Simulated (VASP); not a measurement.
# Ho2Sb2N (Immm) in VASP: notebook

Ho2Sb2N is run at these levels: PBE; tasks: single point.

Program: VASP 6.6.1. These are calculated values, not measurements. Logs are shortened: lines on timing, memory, paths and dates and some standing lists are left out, and cuts for length are marked.

**1. The cell of the first run**

The structure is orthorhombic, space group Immm (No. 71). The conventional cell has a = 3.343 Å, b = 7.789 Å, c = 8.929 Å, α = 90.00°, β = 90.00°, γ = 90.00°. Ho (site symmetry m2m) has 2 N at 2.29 Å within 3.0 Å. Within 4.0 Å of Sb (site symmetry mm2) lie 3 Sb at 3.07 to 3.34 Å and 6 Ho at 3.25 to 3.32 Å and 2 N at 3.37 Å. N (site symmetry mmm) has 4 Ho at 2.29 Å within 3.0 Å.

**2. Single point, PBE**

INCAR reads:

```
SYSTEM = Ho2Sb2N
ALGO = Normal
EDIFF = 1E-6
ENCUT = 600
GGA = PE
GGA_COMPAT = .FALSE.
ISIF = 2
ISMEAR = 0
LASPH = .TRUE.
LCHARG = .FALSE.
LMAXMIX = 6
LREAL = .FALSE.
LWAVE = .FALSE.
NBANDS = 24
NELM = 200
PREC = Accurate
SIGMA = 0.1
```

KPOINTS reads:

```
k-points
0
G
  10 10 10
  0 0 0
```

POSCAR reads:

```
Ho2Sb2N
1.0
   -1.6714656925      3.8946257524      4.4642752145
    1.6714656925     -3.8946257524      4.4642752145
    1.6714656925      3.8946257524     -4.4642752145
Ho Sb N
2 2 1
Direct
    0.7994121799      0.5000000000      0.2994121799
    0.2005878201      0.5000000000      0.7005878201
    0.3282156744      0.8282156744      0.5000000000
    0.6717843256      0.1717843256      0.5000000000
    0.0000000000      0.0000000000      0.0000000000
```

Potentials or basis: VASP PAW PBE potentials, release 64 (Ho_3, Sb, N), 4f in core.

Run with:

```
> cat potpaw_PBE.64/Ho_3/POTCAR potpaw_PBE.64/Sb/POTCAR potpaw_PBE.64/N/POTCAR > POTCAR
> mpirun -np 1 vasp_std > vasp.out
```

OUTCAR:

```text
SYSTEM = Ho2Sb2N
   EDIFF = 1E-6
   ENCUT = 600
   GGA = PE
   ISIF = 2
   ISMEAR = 0
   LASPH = .TRUE.
   LREAL = .FALSE.
   NELM = 200
   PREC = Accurate

 ion  position               nearest neighbor table
   1  0.799  0.500  0.299-   5 2.29   5 2.29   2 3.12   3 3.25   4 3.25   4 3.25   3 3.25   4 3.32
                             3 3.32
   2  0.201  0.500  0.701-   5 2.29   5 2.29   1 3.12   4 3.25   3 3.25   3 3.25   4 3.25   3 3.32
                             4 3.32
   3  0.328  0.828  0.500-   4 3.07   2 3.25   1 3.25   1 3.25   2 3.25   2 3.32   1 3.32
   4  0.672  0.172  0.500-   3 3.07   2 3.25   1 3.25   1 3.25   2 3.25   2 3.32   1 3.32
   5  0.000  0.000  0.000-   2 2.29   1 2.29   2 2.29   1 2.29

  LATTYP: Found a body centered orthorhombic cell.
 ALAT       =     3.3429313850
 B/A-ratio  =     2.3300662226
 C/A-ratio  =     2.6708745711

  Lattice vectors:

 A1 = (  -1.6714656925,   3.8946257524,   4.4642752145)
 A2 = (   1.6714656925,  -3.8946257524,   4.4642752145)
 A3 = (   1.6714656925,   3.8946257524,  -4.4642752145)

Analysis of symmetry for initial positions (statically):
=====================================================================
 Subroutine PRICEL returns:
 Original cell was already a primitive cell.

 Routine SETGRP: Setting up the symmetry group for a
 body centered orthorhombic supercell.

 Subroutine GETGRP returns: Found  8 space group operations
 (whereof  8 operations were pure point group operations)
 out of a pool of  8 trial point group operations.

The static configuration has the point symmetry D_2h.

Analysis of symmetry for dynamics (positions and initial velocities):
=====================================================================
 Subroutine PRICEL returns:
 Original cell was already a primitive cell.

 Routine SETGRP: Setting up the symmetry group for a
 body centered orthorhombic supercell.

 Subroutine GETGRP returns: Found  8 space group operations
 (whereof  8 operations were pure point group operations)
 out of a pool of  8 trial point group operations.

The dynamic configuration has the point symmetry D_2h.

 Subroutine INISYM returns: Found  8 space group operations
 (whereof  8 operations are pure point group operations),
 and found     1 'primitive' translations

----------------------------------------------------------------------------------------

                                     Primitive cell

  volume of cell :     116.2450

  direct lattice vectors                    reciprocal lattice vectors
    -1.671465692  3.894625752  4.464275214     0.000000000  0.128382040  0.112000263
     1.671465692 -3.894625752  4.464275214     0.299138656  0.000000000  0.112000263
     1.671465692  3.894625752 -4.464275214     0.299138656  0.128382040  0.000000000

  length of vectors
     6.155620237  6.155620237  6.155620237     0.170370206  0.319418212  0.325524014

  position of ions in fractional coordinates (direct lattice)
     0.799412180  0.500000000  0.299412180
     0.200587820  0.500000000  0.700587820
     0.328215674  0.828215674  0.500000000
     0.671784326  0.171784326  0.500000000
     0.000000000  0.000000000  0.000000000

  ion indices of the primitive-cell ions
   primitive index   ion index
                 1           1
                 2           2
                 3           3
                 4           4
                 5           5

----------------------------------------------------------------------------------------

 KPOINTS: k-points

Automatic generation of k-mesh.
 Grid dimensions read from file:
 generate k-points for:   10   10   10

 Generating k-lattice:

  Cartesian coordinates                     Fractional coordinates (reciprocal lattice)
     0.000000000  0.012838204  0.011200026     0.100000000  0.000000000 -0.000000000
     0.029913866  0.000000000  0.011200026     0.000000000  0.100000000  0.000000000
     0.029913866  0.012838204  0.000000000    -0.000000000  0.000000000  0.100000000

  Length of vectors
     0.017037021  0.031941821  0.032552401

  Shift w.r.t. Gamma in fractional coordinates (k-lattice)
     0.000000000  0.000000000  0.000000000

 Subroutine IBZKPT returns following result:
 ===========================================

 Found    171 irreducible k-points:

 Following reciprocal coordinates:
            Coordinates               Weight
  0.000000  0.000000  0.000000      1.000000
  0.100000  0.000000  0.000000      4.000000
  0.200000  0.000000  0.000000      4.000000
  0.300000  0.000000  0.000000      4.000000
  0.400000 -0.000000  0.000000      4.000000
  0.500000  0.000000 -0.000000      2.000000
[... 16 lines left out ...]
 -0.400000  0.200000 -0.000000      8.000000
 -0.300000  0.200000  0.000000      8.000000
 [... further k-points ...]
   k-points           NKPTS =    171   k-points in BZ     NKDIM =    171   number of bands    NBANDS=     24
   number of dos      NEDOS =    301   number of ions     NIONS =      5
   total plane-waves  NPLWV = 125000
   dimension x,y,z NGX =    50 NGY =   50 NGZ =   50
   dimension x,y,z NGXF=   100 NGYF=  100 NGZF=  100
   ions per type =               2   2   1
   NGX,Y,Z   is equivalent  to a cutoff of  13.50, 13.50, 13.50 a.u.
   NGXF,Y,Z  is equivalent  to a cutoff of  27.01, 27.01, 27.01 a.u.
 SYSTEM =  Ho2Sb2N
   PREC   = accura    normal or accurate (medium, high low for compatibility)
   ISTART =      0    job   : 0-new  1-cont  2-samecut
   ICHARG =      2    charge: 1-file 2-atom 10-const
   ISPIN  =      1    spin polarized calculation?
   LNONCOLLINEAR =      F non collinear calculations
   LSORBIT =      F    spin-orbit coupling
   LASPH  =      T    aspherical Exc in radial PAW
   ENCUT  =  600.0 eV  44.10 Ry    6.64 a.u.  12.29 12.29 12.29*2*pi/ulx,y,z
   NELM   =    200;   NELMIN=  2; NELMDL= -5     # of ELM steps
   EDIFF  = 0.1E-05   stopping-criterion for ELM
   LREAL  =      F    real-space projection
   EDIFFG = 0.1E-04   stopping-criterion for IOM
   NSW    =      0    number of steps for IOM
   IBRION =     -1    ionic relax: 0-MD 1-quasi-New 2-CG
   NFREE  =      0    steps in history (QN), initial steepest desc. (CG)
   ISIF   =      2    stress and relaxation
   ISYM   =      2    0-nonsym 1-usesym 2-fastsym
   POTIM  = 0.5000    time-step for ionic-motion
   TEBEG  =    0.0;   TEEND  =   0.0 temperature during run
   PSTRESS=    0.0 pullay stress
   NELECT =      33.0000    total number of electrons
   NUPDOWN=      -1.0000    fix difference up-down
   EMIN   =  10.00;   EMAX   =-10.00  energy-range for DOS
   EFERMI =   0.00;   METHOD = LEGACY
   ISMEAR =     0;   SIGMA  =   0.10  broadening in eV -4-tet -1-fermi 0-gaus
   EFERMI_NEDOS =   21; number of points for ismear=-14 and -15
   IALGO  =     38    algorithm
   IMIX   =      4    mixing-type and parameters
     AMIX     =   0.40;   BMIX     =  1.00
     AMIX_MAG =   1.60;   BMIX_MAG =  1.00
  volume/ion in A,a.u.               =      23.25       156.89
  Fermi-wavevector in a.u.,A,eV,Ry     =   1.075940  2.033232 15.750745  1.157647
  Thomas-Fermi vector in A             =   2.211811
   LORBIT       =      0    0 simple, 1 ext, 2 COOP (PROOUT), +10 PAW based schemes
   GGA     = PE    functional components
   LHFCALC =     F    Hartree Fock is set to
   AEXX    =    0.0000 exact exchange contribution
   IVDW    =     0    specifies the selected vdW correction
   LEPSILON=     F    determine dielectric tensor
   LRPA    =     F    only Hartree local field effects (RPA)
 non-spin polarized calculation
 Gauss-broadening in eV      SIGMA  =   0.10
  energy-cutoff  :      600.00
  volume of cell :      116.24
 maximum number of plane-waves:      3906
 NGX is ok and might be reduce to    50
   NGX = 25   NGY = 25   NGZ = 25

 number of electron      33.0000001 magnetization

 Free energy of the ion-electron system (eV)
  ---------------------------------------------------
  ext. energy  EPLUGINS =         0.00000000
  ---------------------------------------------------
  free energy    TOTEN  =       -30.15413735 eV

  energy without entropy =      -30.14300789  energy(sigma->0) =      -30.14857262

 E-fermi :   5.8344     XC(G=0): -10.2659

 val. band max:        5.8324224931   @ k =   0.2000   0.1000   0.0000
 cond. band min:       5.8348735134   @ k =   0.4000  -0.4000   0.2000
 fundamental gap:      0.0024510203
 Fermi energy:         5.8344428991

 k-point     1 :       0.0000    0.0000    0.0000
  band No.  band energies     occupation
      1     -18.4553      2.00000
      2     -18.1828      2.00000
      3     -18.1379      2.00000
      4     -17.8081      2.00000
      5     -17.7499      2.00000
      6     -17.6607      2.00000
[... 16 lines left out ...]
     23       9.8716      0.00000
     24      10.2901      0.00000

 k-point     2 :       0.1000    0.0000    0.0000
  band No.  band energies     occupation
      1     -18.4539      2.00000
      2     -18.1842      2.00000
      3     -18.1368      2.00000
      4     -17.8101      2.00000
      5     -17.7499      2.00000
      6     -17.6607      2.00000
[... 16 lines left out ...]
     23       9.7863      0.00000
     24      10.2870      0.00000

 k-point     3 :       0.2000    0.0000    0.0000
  band No.  band energies     occupation
      1     -18.4503      2.00000
      2     -18.1876      2.00000
      3     -18.1343      2.00000
      4     -17.8154      2.00000
      5     -17.7499      2.00000
      6     -17.6609      2.00000
[... 16 lines left out ...]
     23       9.6600      0.00000
     24      10.4642      0.00000
[... 514 lines left out ...]
 k-point    23 :      -0.4000    0.2000   -0.0000
  band No.  band energies     occupation
      1     -18.3917      2.00000
      2     -18.1690      2.00000
      3     -18.1081      2.00000
      4     -17.9977      2.00000
      5     -17.8829      2.00000
      6     -17.7940      2.00000
[... 16 lines left out ...]
     23       9.6924      0.00000
     24       9.9513      0.00000

 k-point    24 :      -0.3000    0.2000    0.0000
  band No.  band energies     occupation
      1     -18.3945      2.00000
      2     -18.1658      2.00000
      3     -18.1104      2.00000
      4     -17.9987      2.00000
      5     -17.8825      2.00000
      6     -17.7891      2.00000
[... 16 lines left out ...]
     23       9.7388      0.00000
     24       9.9119      0.00000

 [... further k-points ...]
[... 5 lines left out ...]
  --------------------------------------------------------------------------------------
  -------------------------------------------------------------------------------------
  Total        0.4829727      0.5604951      0.1739071      0.0000000      0.0000000      0.0000000
  in kB        6.6567003      7.7251732      2.3969214      0.0000000      0.0000000      0.0000000
  external PRESSURE =       5.5929316 kB  Pullay stress =       0.0000000 kB

 VOLUME and BASIS-vectors are now :
 -----------------------------------------------------------------------------
  energy-cutoff  :      600.00
  volume of cell :      116.24
      direct lattice vectors                 reciprocal lattice vectors
    -1.671465692  3.894625752  4.464275214     0.000000000  0.128382040  0.112000263
     1.671465692 -3.894625752  4.464275214     0.299138656  0.000000000  0.112000263
     1.671465692  3.894625752 -4.464275214     0.299138656  0.128382040  0.000000000

 POSITION                                       TOTAL-FORCE (eV/Angst)
 -----------------------------------------------------------------------------------
      0.00000      2.33220      4.46428        -0.000000     -0.060776     -0.000000
      1.67147      1.56243      0.00000         0.000000      0.060776     -0.000000
      1.67147      0.00000      2.93049        -0.000000      0.000000     -0.029782
      0.00000      3.89463      1.53379         0.000000      0.000000      0.029782
      0.00000      0.00000      0.00000         0.000000      0.000000     -0.000000
 -----------------------------------------------------------------------------------
    total drift:                               -0.000000     -0.000000     -0.000000

  FREE ENERGIE OF THE ION-ELECTRON SYSTEM (eV)
  ---------------------------------------------------
  free  energy   TOTEN  =       -30.1541373505 eV

  energy  without entropy=      -30.1430078889  energy(sigma->0) =      -30.14857262
```

Wall time 18 min (1 thread of AMD EPYC 7R43 (Zen 3), shared host); peak memory 0.72 GiB.

What came out:

- Free energy: -30.1541 eV
- Pressure: 0.6 GPa
- Largest force: 0.061 eV/Å
- Band gap on the k mesh: zero (an odd number of electrons rules out a gap without spin polarisation)

Forces on the atoms (eV/Å):
```
Ho   0.000 -0.061  0.000
Ho   0.000  0.061  0.000
Sb   0.000  0.000 -0.030
Sb   0.000  0.000  0.030
N    0.000  0.000  0.000
```

Caveat: spin-orbit coupling is left out, which moves the levels of the heavy elements; the 4f electrons are frozen in the core, so they carry no moment and show no levels; the run has no spin polarisation, though such a crystal can be magnetic.

**3. Single point, PBE (23.95 Å³/atom)**

This run uses another cell than the first one, of 23.95 Å³/atom.

INCAR is that of step 2.

KPOINTS is that of step 2.

POSCAR reads:

```
Ho2Sb2N
1.0
   -1.6781744290      3.9219134287      4.5485383895
    1.6781744290     -3.9219134287      4.5485383895
    1.6781744290      3.9219134287     -4.5485383895
Ho Sb N
2 2 1
Direct
    0.8006353953      0.5000000000      0.3006353953
    0.1993646047      0.5000000000      0.6993646047
    0.3307654343      0.8307654343      0.5000000000
    0.6692345657      0.1692345657      0.5000000000
    0.0000000000      0.0000000000      0.0000000000
```

Potentials or basis: VASP PAW PBE potentials, release 64 (Ho_3, Sb, N), 4f in core.

Run with:

```
> cat potpaw_PBE.64/Ho_3/POTCAR potpaw_PBE.64/Sb/POTCAR potpaw_PBE.64/N/POTCAR > POTCAR
> mpirun -np 1 vasp_std > vasp.out
```

Wall time 19 min (1 thread of AMD EPYC 7R43 (Zen 3), shared host); peak memory 0.73 GiB.

Results (log left out):

* Free energy: -30.1436 eV
* Pressure: -1.0 GPa
* Largest force: 0.053 eV/Å
* Band gap on the k mesh: zero (an odd number of electrons rules out a gap without spin polarisation)

Forces in eV/Å, atoms in the order of the input:
```
Ho   0.000 -0.053  0.000
Ho   0.000  0.053  0.000
Sb   0.000  0.000 -0.034
Sb   0.000  0.000  0.034
N    0.000  0.000  0.000
```

Stress tensor (GPa, compression positive):
```
-0.93  0.00  0.00
 0.00 -0.82  0.00
 0.00  0.00 -1.32
```

Levels at points of the mesh, in eV from the Fermi level:
| k point | band 15 | band 16 | band 17 | band 18 | band 19 | band 20 |
| --- | --- | --- | --- | --- | --- | --- |
| (0.00, 0.00, 0.00) | -1.65 | -0.15 | 1.52 | 2.25 | 2.47 | 2.51 |
| (0.50, 0.00, 0.00) | -0.76 | -0.56 | 0.66 | 1.75 | 2.21 | 2.24 |
| (0.00, 0.50, 0.00) | -2.14 | -1.81 | -1.80 | 0.73 | 2.20 | 2.68 |
| (0.50, 0.50, 0.00) | -1.95 | -1.82 | -0.45 | -0.11 | 1.91 | 2.00 |
| (0.50, 0.50, 0.50) | -1.20 | 0.01 | 1.31 | 1.87 | 2.06 | 2.53 |

Caveat: spin-orbit coupling is left out, which moves the levels of the heavy elements; the 4f electrons are frozen in the core, so they carry no moment and show no levels; the run has no spin polarisation, though such a crystal can be magnetic. With open d or f shells a metallic result of PBE can be an artefact of self-interaction; +U or a hybrid may open a gap.
